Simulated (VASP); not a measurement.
ZrZnN:

```
Zr Zn N
1.0
     3.00678    0.00000    0.00000
     0.00000    3.00678    0.00000
     0.00000    0.00000    7.61211
Zr Zn N
2 2 2
Direct
  0.00000 0.50000 0.33500
  0.50000 0.00000 0.66500
  0.00000 0.50000 0.90000
  0.50000 0.00000 0.10000
  0.00000 0.50000 0.61700
  0.50000 0.00000 0.38300
```

| Quantity | Value |
| --- | --- |
| Program | VASP 6.6.1 |
| Task | relaxation of cell and atoms |
| Functional | PBE |
| Potentials or basis | VASP PAW PBE potentials, release 64 (Zr_sv, Zn, N) |
| Cutoff | 600 eV |
| k mesh | 6 × 6 × 2 |
| Occupations | gaussian, width 0.1 eV |
| Spin | no spin polarisation |

At the start: pressure 39.8 GPa; volume 11.47 Å³/atom.

Q: Where does the relaxation end?

A: Over 16 steps the energy falls by 304.5 meV/atom and the volume is 13.46 Å³/atom (+17.4 %); space group P4/nmm (No. 129, to 0.05 Å).

The path:
```
step  energy change (eV)  largest force (eV/Å)  pressure (GPa)  volume (Å³)
   1              0.0000                1.5767           39.83        68.82
   2              0.1822                2.0381          -23.34       101.22
   3             -1.5107                1.5593           -2.97        82.38
   4             -1.5141                1.5329           -1.78        81.78
   5             -1.5141                1.5210           -1.22        81.50
   6             -1.6978                0.4963            0.34        81.40
   7             -1.7283                0.4261            1.45        81.34
   8             -1.7288                0.4235            1.63        81.34
   9             -1.7633                0.2832           -1.99        82.94
  10             -1.7640                0.2630           -2.54        83.20
  11             -1.7919                0.1647           -1.55        82.50
  12             -1.8054                0.1841           -0.03        81.56
  13             -1.8168                0.1878           -0.06        81.27
  14             -1.8241                0.1953           -0.01        80.79
  15             -1.8241                0.1950           -0.02        80.83
  16             -1.8268                0.0335           -0.20        80.77
```

Final structure:
```xyz
6
Lattice="3.2292 0.0000 0.0000 0.0000 3.2292 0.0000 0.0000 0.0000 7.7458" Properties=species:S:1:pos:R:3 pbc="T T T"
Zr    0.0000    1.6146    2.7009
Zr    1.6146    0.0000    5.0449
Zn    3.2292    1.6146    7.1765
Zn    1.6146    0.0000    0.5692
N     0.0000    1.6146    4.9355
N     1.6146    0.0000    2.8103
```

Caveat: the k points lie up to 0.41 Å⁻¹ apart in the final cell; the volume moved by over 15 % at a fixed basis, so the end points are rough.
